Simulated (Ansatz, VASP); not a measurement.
**One calculation of SrO, two programs**

File INCAR:

```
SYSTEM = SrO
ALGO = Normal
EDIFF = 1E-8
ENCUT = 520
GGA = CA
ISIF = 2
ISMEAR = -1
LASPH = .TRUE.
LCHARG = .FALSE.
LEFG = .TRUE.
LREAL = .FALSE.
LWAVE = .FALSE.
NBANDS = 15
NELM = 60
PREC = Accurate
SIGMA = 0.02
```

The input KPOINTS:

```
k-points
0
G
  8 8 8
  0 0 0
```

POSCAR

```
SrO
1.0
    0.0513960000      2.5954980000      2.5954980000
    2.5954980000      0.0513960000      2.5954980000
    2.5954980000      2.5954980000      0.0513960000
Sr O
1 1
Direct
    0.0000000000      0.0000000000      0.0000000000
    0.5000000000      0.5000000000      0.5000000000
```

Input for Ansatz:

```yaml
crystal:
  lattice:
    - [0.051396, 2.595498, 2.595498]
    - [2.595498, 0.051396, 2.595498]
    - [2.595498, 2.595498, 0.051396]
  atoms:
    - { symbol: Sr, position: [0.0, 0.0, 0.0] }
    - { symbol: O, position: [0.5, 0.5, 0.5] }
kpoints:
  mp_grid: { grid: [8, 8, 8] }
scf:
  occupations: { method: fermi_dirac, width: 0.02 }
hamiltonian:
  xc: lda
  pseudopotentials: { kind: all_electron, datasets: crystal }
output:
  forces: true
  stress: true
  eigenvalues: true
  efg: { contact_densities: true }
```

Change from the starting cell: equal xy, yz and zx shear strains of +2 %, crystal datasets.

Alike in both runs: task electric field gradients; functional LDA; k mesh 8 × 8 × 8; occupations fermi-dirac, width 0.02 eV; no spin polarisation.

|  | VASP | Ansatz |
| --- | --- | --- |
| version | VASP 6.6.1 | Ansatz 0.2.0 |
| potentials or method | VASP PAW LDA potentials, release 64 (Sr_sv, O), cutoff 520 eV | all-electron PAW with datasets made for the crystal, scalar-relativistic |

VASP gave:

```
gap on the k mesh at the Fermi level (eV)                     : 3.07
pressure (GPa)                                                : -3.5
traceless stress, the component that is largest in VASP (GPa) : -1.19
size of Vzz on the site where it differs most (V/Å²)          : 15.3
```

Question: Estimate Ansatz's values.

Answer: gap on the k mesh at the Fermi level (eV): 3.13; pressure (GPa): -4.2; traceless stress, the component that is largest in VASP (GPa): -1.19; size of Vzz on the site where it differs most (V/Å²): 15.2.

LDA's correlation is that of Perdew and Zunger in VASP and of Perdew and Wang (1992) in Ansatz. Ansatz ran all-electron here, and VASP with PAW potentials.
